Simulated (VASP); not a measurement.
Here is a VASP 6.6.1 calculation.

The input POSCAR:

```
Te
1.0
    4.1913420292      0.0000000000      0.0000000000
   -2.0956710146      3.6298086732      0.0000000000
    0.0000000000      0.0000000000      8.3801794378
Te
4
Direct
    0.0000000000      0.0000000000      0.0000000000
    0.0000000000      0.0000000000      0.5000000000
    0.3333333333      0.6666666667      0.7500000000
    0.6666666667      0.3333333333      0.2500000000
```

Contents of INCAR.step1:

```
SYSTEM = Te
ALGO     = Normal         ! electronic algorithm
EDIFF    = 1E-4           ! SCF threshold, eV
ENCUT    = 520            ! plane-wave cutoff, eV
GGA      = PE             ! functional
ISMEAR   = 0              ! smearing method
LASPH    = .True.         ! aspherical terms in the spheres
LCHARG   = .False.        ! write CHGCAR
LREAL    = .False.        ! projectors in reciprocal space
LWAVE    = .True.         ! write WAVECAR
NBANDS   = 20             ! bands
NELM     = 60             ! most SCF steps
PREC     = Accurate       ! precision mode
SIGMA    = 0.1            ! smearing width, eV
```

The input INCAR.step2:

```
SYSTEM = Te
ALGO     = Normal         ! electronic algorithm
EDIFF    = 1E-6           ! SCF threshold, eV
ENCUT    = 520            ! plane-wave cutoff, eV
ISIF     = 2              ! what is computed and relaxed
ISMEAR   = 0              ! smearing method
ISTART   = 1            
LASPH    = .True.         ! aspherical terms in the spheres
LCHARG   = .False.        ! write CHGCAR
LMIXTAU  = .True.       
LREAL    = .False.        ! projectors in reciprocal space
LWAVE    = .False.        ! write WAVECAR
METAGGA  = R2SCAN         ! meta-GGA
NBANDS   = 20             ! bands
NELM     = 60             ! most SCF steps
PREC     = Accurate       ! precision mode
SIGMA    = 0.1            ! smearing width, eV
```

Contents of KPOINTS:

```
k-points
0
Gamma
  12 12 6
  0 0 0
```

Potentials or basis: VASP PAW PBE potentials, release 64 (Te).

Launch:

```console
$ cat potpaw_PBE.64/Te/POTCAR > POTCAR
$ cp INCAR.step1 INCAR
$ mpirun -np 1 vasp_std > vasp.out
$ cp INCAR.step2 INCAR
$ mpirun -np 1 vasp_std > vasp.out
```

(1) Predict the pressure.

(2) What does it give for the band gap on the k mesh?

## Answers

(1) 0.0 GPa.

(2) zero (bands 12 and 13 overlap by 2.25 eV).

Caveat: the PAW data sets were made with another functional, which shifts forces and pressure a little; spin-orbit coupling is left out, which moves the levels of the heavy elements.
